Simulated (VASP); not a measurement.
Set up this calculation in VASP 6.6.1, as the native input.

```yaml
Task: single point
Functional: r2SCAN
Potentials_or_basis: VASP PAW PBE potentials, release 64 (Na_pv, H)
Cutoff: 550 eV
k_mesh: 8 × 8 × 8
Occupations: gaussian, width 0.01 eV
Spin: no spin polarisation
Dipole_correction: no
Further_INCAR_settings: ALGO = Normal; EDIFF = 1e-06; NBANDS = 11
```

Crystal: NaH.

```
CELL_PARAMETERS angstrom
2.84852 0.00000 0.00000
0.00000 2.84852 0.00000
0.00000 0.00000 2.93239
ATOMIC_POSITIONS crystal
Na 0.00000 0.00000 0.00000
H 0.50000 0.50000 0.50000
```

This cell differs from its parent crystal: biaxial xy strain -2.9%.

One way to write it, as run:

POSCAR

```
NaH
1.0
    2.8485248179      0.0000000000      0.0000000000
    0.0000000000      2.8485248179      0.0000000000
    0.0000000000      0.0000000000      2.9323912064
Na H
1 1
Direct
    0.0000000000      0.0000000000      0.0000000000
    0.5000000000      0.5000000000      0.5000000000
```

INCAR.step1

```
PREC = Accurate
ENCUT = 550
ISMEAR = 0
SIGMA = 0.01
LREAL = F
LASPH = T
NELM = 120
NBANDS = 11
GGA = PE
ALGO = Normal
EDIFF = 1E-5
LWAVE = T
LCHARG = F
GGA_COMPAT = F
```

INCAR.step2

```
PREC = Accurate
ENCUT = 550
EDIFF = 1E-6
ISMEAR = 0
SIGMA = 0.01
LREAL = F
LASPH = T
NELM = 120
ALGO = Normal
ISIF = 2
LWAVE = F
LCHARG = T
METAGGA = R2SCAN
LMIXTAU = T
LELF = T
LVHAR = T
NBANDS = 11
ISTART = 1
GGA_COMPAT = F
```

KPOINTS

```
regular mesh
0
Gamma
  8 8 8
```

Potentials or basis: VASP PAW PBE potentials, release 64 (Na_pv, H).

Run with:

```bash
$ cat potpaw_PBE.64/Na_pv/POTCAR potpaw_PBE.64/H/POTCAR > POTCAR
$ cp INCAR.step1 INCAR
$ mpirun -np 1 vasp_std > vasp.out
$ cp INCAR.step2 INCAR
$ mpirun -np 1 vasp_std > vasp.out
```

Results of the run:

| Item | Value |
| --- | --- |
| Pressure | 1.4 GPa |
| Band gap on the k mesh | 1.42 eV (least direct gap 5.29 eV) |

Caveat: the cell differs from its parent crystal (biaxial xy strain -2.9%); the structure was generated, so it needn't be the stable form of NaH; the PAW data sets were made with another functional, which shifts forces and pressure a little.

It took 55 s on 1 thread of Intel(R) Xeon(R) Platinum 8259CL CPU @ 2.50GHz (Skylake/Cascade Lake), with other jobs on the host, peak memory 0.15 GiB.
